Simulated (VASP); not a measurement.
The system is In4Sb.

```
In Sb
1.0
     4.08286   -4.25876    0.00000
     4.08286    4.25876    0.00000
     0.00000    0.00000    3.84880
In Sb
4 1
Cartesian
  1.4222 0.0000 1.9244
  6.7435 0.0000 1.9244
  2.0414 2.1294 0.0000
  2.0414 -2.1294 0.0000
  4.0829 0.0000 0.0000
```

The cell was built from a structure type or drawn by symmetry, and may not be a known phase.

```yaml
Program: VASP 6.6.1
Task: relaxation of cell and atoms
Functional: PBE
Potentials_or_basis: VASP PAW PBE potentials, release 64 (In_d, Sb)
Cutoff: 600 eV
k_mesh: 4 × 4 × 4
Occupations: gaussian, width 0.1 eV
Spin: no spin polarisation
```

At the start: pressure 7.2 GPa; volume 26.77 Å³/atom.

Task: How do energy, volume and symmetry change on relaxing?

Result: Over 21 steps the energy falls by 143.2 meV/atom and the volume is 30.58 Å³/atom (+14.2 %); space group Cmmm (No. 65, to 0.1 Å) before and after.

The path:
```
step  energy change (eV)  largest force (eV/Å)  pressure (GPa)  volume (Å³)
   1              0.0000                0.0308            7.19       133.85
   2             -0.4130                0.1283           -0.79       158.47
   3             -0.4215                0.1065           -1.90       154.90
   4             -0.4020                0.0790            1.07       150.04
   5             -0.4137                0.0910            0.51       151.90
   6             -0.4191                0.1011            0.31       153.44
   7             -0.4204                0.1055            0.37       154.17
   8             -0.4346                0.0446            0.08       154.25
   9             -0.4812                0.0540           -0.07       154.40
  10             -0.5060                0.1029           -0.02       154.28
  11             -0.5302                0.0671            0.05       154.25
  12             -0.5922                0.1058           -0.06       153.75
  13             -0.5935                0.1237           -0.01       153.58
  14             -0.6081                0.0682            0.08       153.49
  15             -0.7087                0.0944           -0.01       152.76
  16             -0.1492                0.5436            3.44       149.31
  17             -0.7125                0.1060            0.07       152.62
  18             -0.7127                0.1156            0.09       152.57
  19             -0.7147                0.0486           -0.07       153.17
  20             -0.7148                0.0372           -0.07       153.27
  21             -0.7160                0.0092           -0.02       152.90
```

Final structure:
```cif
data_structure
_symmetry_space_group_name_H-M 'P 1'
_symmetry_Int_Tables_number 1
_cell_length_a 6.9299
_cell_length_b 6.9299
_cell_length_c 3.2882
_cell_angle_alpha 90.000
_cell_angle_beta 90.000
_cell_angle_gamma 104.475
_cell_volume 152.90
loop_
_atom_site_label
_atom_site_type_symbol
_atom_site_fract_x
_atom_site_fract_y
_atom_site_fract_z
_atom_site_occupancy
In1 In 0.18035 0.18035 0.50000 1
In2 In 0.81965 0.81965 0.50000 1
In3 In 0.00000 0.50000 0.00000 1
In4 In 0.50000 0.00000 0.00000 1
Sb1 Sb 0.50000 0.50000 0.00000 1
```

Caveat: the k points lie up to 0.48 Å⁻¹ apart in the final cell, too coarse for converged energies and pressures of a metal; a cell axis changed by over 15 % at a fixed basis, so the end point is rough.
